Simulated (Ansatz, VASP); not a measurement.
**Two plane-wave programs on Au**

```xyz
1
Lattice="0.0000 1.9688 1.9688 2.0455 -0.0767 2.0455 2.0455 2.0455 -0.0767" Properties=species:S:1:pos:R:3 pbc="T T T"
Au    0.0000    0.0000    0.0000
```

Change from the starting cell: strain -0.0750 x Voigt [0, 0, 0, 1, 0, 0], atoms carried along.

Alike in both runs: task single point; functional LDA; k mesh 20 × 20 × 20; occupations gaussian, width 0.15 eV; no spin polarisation.

|  | VASP | Ansatz |
| --- | --- | --- |
| version | VASP 6.6.1 | Ansatz 0.2.0 |
| potentials or method | VASP PAW LDA potentials, release 64 (Au), cutoff 520 eV | scalar-relativistic, plane waves, PAW |
| valence electrons in the cell | 11 | 19 |

Ansatz gave:

- gap on the k mesh at the Fermi level (eV): none
- pressure (GPa): -4.7
- traceless stress, the component that is largest in VASP (GPa): 2.21

What did VASP give for the same quantities?

gap on the k mesh at the Fermi level (eV): none; pressure (GPa): -4.3; traceless stress, the component that is largest in VASP (GPa): 2.35.

LDA's correlation is that of Perdew and Zunger in VASP and of Perdew and Wang (1992) in Ansatz. A gap of «none» marks a metal or a gap that the smearing closes. VASP's potentials hold 11 valence electrons a cell and Ansatz's 19, so a difference there can come from the potentials and not from the codes.

Neither program's run includes spin-orbit coupling.
